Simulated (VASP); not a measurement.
Crystal: InP.

```xyz
2
Lattice="1.8822 -2.4304 0.0000 1.8822 2.4304 0.0000 0.0000 0.0000 4.9449" Properties=species:S:1:pos:R:3 pbc="T T T"
In    1.8822    0.0000    2.4725
P     0.0000    0.0000    0.0000
```

The cell was generated, and may not be a known phase.

| Item | Value |
| --- | --- |
| Program | VASP 6.6.1 |
| Task | relaxation of cell and atoms |
| Functional | PBE |
| Potentials or basis | VASP PAW PBE potentials, release 64 (In_d, P) |
| Cutoff | 600 eV |
| k mesh | 18 × 18 × 12 |
| Occupations | gaussian, width 0.1 eV |
| Spin | no spin polarisation |

At the start: pressure -3.9 GPa; volume 22.62 Å³/atom.

Problem. How do energy, volume and symmetry change on relaxing?

Solution. Over 30 steps the energy falls by 174.6 meV/atom and the volume is 22.25 Å³/atom (-1.7 %); space group Cmmm (No. 65, to 0.1 Å) before and after.

The path:
```csv
step,energy change (eV),largest force (eV/Å),pressure (GPa),volume (Å³)
1,0.0000,0.0000,-3.89,45.24
2,-0.0517,0.0000,0.13,41.74
3,-0.0518,0.0000,0.30,41.62
4,-0.0587,0.0000,0.30,41.62
5,-0.0894,0.0000,0.34,41.55
6,-0.1576,0.0000,1.16,41.20
7,-0.2633,0.0000,5.59,39.58
8,-0.2777,0.0000,3.29,40.31
9,-0.2826,0.0000,4.44,39.93
10,-0.2853,0.0000,4.30,40.03
11,-0.2902,0.0000,3.93,40.32
12,-0.2851,0.0000,3.34,40.88
13,-0.2908,0.0000,3.74,40.49
14,-0.2950,0.0000,3.41,40.65
15,-0.3056,0.0000,2.48,41.13
16,-0.3176,0.0000,0.77,42.11
17,-0.3097,0.0000,-2.05,44.09
18,-0.3195,0.0000,-0.19,42.72
19,-0.3212,0.0000,-0.19,42.76
20,-0.3257,0.0000,-0.17,42.86
21,-0.3329,0.0000,-0.09,43.06
22,-0.3363,0.0000,0.12,43.41
23,-0.3373,0.0000,0.05,43.30
24,-0.3411,0.0000,0.21,43.42
25,-0.3473,0.0000,0.84,43.72
26,-0.3489,0.0000,0.05,44.53
27,-0.3489,0.0000,0.11,44.46
28,-0.3492,0.0000,0.01,44.50
29,-0.3492,0.0000,-0.03,44.52
30,-0.3492,0.0000,0.01,44.49
```

Final structure:
```xyz
2
Lattice="1.9535 -3.0360 0.0000 1.9535 3.0360 0.0000 0.0000 0.0000 3.7509" Properties=species:S:1:pos:R:3 pbc="T T T"
In    1.9535    0.0000    1.8754
P     1.9535    3.0360    0.0000
```

Caveat: a cell axis changed by over 15 % at a fixed basis, so the end point is rough.
